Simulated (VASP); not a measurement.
Set up this calculation in VASP 6.6.1, as the native input.

```yaml
Task: single point
Functional: PBEsol
Potentials_or_basis: VASP PAW PBE potentials, release 64 (Mn_pv, Sb)
Cutoff: 520 eV
k_mesh: 12 × 12 × 12
Occupations: gaussian, width 0.05 eV
Spin: collinear spin, ferromagnetic start
Starting_moments: "[4.0, 0.0] μB"
Dipole_correction: no
Further_INCAR_settings: ALGO = Normal; EDIFF = 1e-06; NBANDS = 20
```

The structure of MnSb lies in POSCAR:

```
MnSb
1.0
    0.0000000000      2.7348463759      2.7348463759
    2.7348463759      0.0000000000      2.7348463759
    2.7348463759      2.7348463759      0.0000000000
Mn Sb
1 1
Direct
    0.5000000000      0.5000000000      0.5000000000
    0.0000000000      0.0000000000      0.0000000000
```

The input as run:

INCAR

```
  PREC = Accurate
  ENCUT = 520
  EDIFF = 1E-6
  ISMEAR = 0
  SIGMA = 0.05
  LREAL = False
  LASPH = True
  NELM = 150
  ALGO = Normal
  ISIF = 2
  LWAVE = False
  LCHARG = True
  ISPIN = 2
  MAGMOM = 4 0
  LORBIT = 11
  LMAXMIX = 4
  GGA = PS
  LELF = True
  LVHAR = True
  NBANDS = 20
```

KPOINTS

```
Automatic mesh
0
Gamma
  12 12 12
```

Potentials or basis: VASP PAW PBE potentials, release 64 (Mn_pv, Sb).

Run with:

```sh
$ cat potpaw_PBE.64/Mn_pv/POTCAR potpaw_PBE.64/Sb/POTCAR > POTCAR
$ mpirun -np 1 vasp_std > vasp.out
```

It gave:

```yaml
Pressure: 0.0 GPa
Net_moment: 3.73 μB per cell
Site_moments: Mn +3.63; Sb -0.09 μB
Valence_electrons_inside_the_program's_atomic_spheres: Mn 11.53; Sb 2.51
```

Caveat: the PAW data sets were made with another functional, which shifts forces and pressure a little; a cell with one magnetic atom can't hold antiferromagnetic order, which such compounds often take.

Wall time 3.6 min on 1 thread of Oxide Virtual Turin-like Processor (shared host), peak memory 0.21 GiB.
